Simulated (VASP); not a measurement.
The system is CoSn2.

```xyz
6
Lattice="-3.1825 3.1825 2.7285 3.1825 -3.1825 2.7285 3.1825 3.1825 -2.7285" Properties=species:S:1:pos:R:3 pbc="T T T"
Co    0.0000    0.0000    1.3642
Co    0.0000    0.0000    4.0927
Sn    1.0057    4.1882    0.0000
Sn    2.1768    1.0057    0.0000
Sn    2.1768   -1.0057    2.7285
Sn    1.0057    2.1768    2.7285
```

```yaml
Program: VASP 6.6.1
Task: relaxation of cell and atoms
Functional: PBEsol
Potentials_or_basis: VASP PAW PBE potentials, release 64 (Co, Sn_d)
Cutoff: 600 eV
k_mesh: 2 × 2 × 2
Occupations: gaussian, width 0.1 eV
Spin: no spin polarisation
```

At the start: pressure -4.9 GPa; volume 18.42 Å³/atom.

**Question.** Where does the relaxation end?

**Answer.** Over 9 steps the energy falls by 68.8 meV/atom and the volume is 17.66 Å³/atom (-4.1 %); space group I4/mcm (No. 140, to 0.05 Å).

The path:
```
step  energy change (eV)  largest force (eV/Å)  pressure (GPa)  volume (Å³)
   1              0.0000                1.4042           -4.90       110.54
   2             -0.3268                0.3502            5.06       101.73
   3             -0.3420                0.5354            3.29       103.10
   4             -0.4057                0.0278           -0.51       106.32
   5             -0.4068                0.0850           -0.18       105.90
   6             -0.4124                0.0335            0.00       105.83
   7             -0.4129                0.0127            0.10       105.79
   8             -0.4129                0.0188            0.10       105.79
   9             -0.4130                0.0043            0.00       105.97
```

Final structure:
```
Co Sn
1.0
    -3.16997    3.16997    2.63640
     3.16997   -3.16997    2.63640
     3.16997    3.16997   -2.63640
Co Sn
2 4
Direct
  0.25000 0.25000 0.00000
  0.75000 0.75000 0.00000
  0.66943 0.16943 0.83887
  0.16943 0.33057 0.50000
  0.33057 0.83057 0.16113
  0.83057 0.66943 0.50000
```

Caveat: the k points lie up to 0.77 Å⁻¹ apart in the final cell; the PAW data sets were made with another functional, which shifts forces and pressure a little.
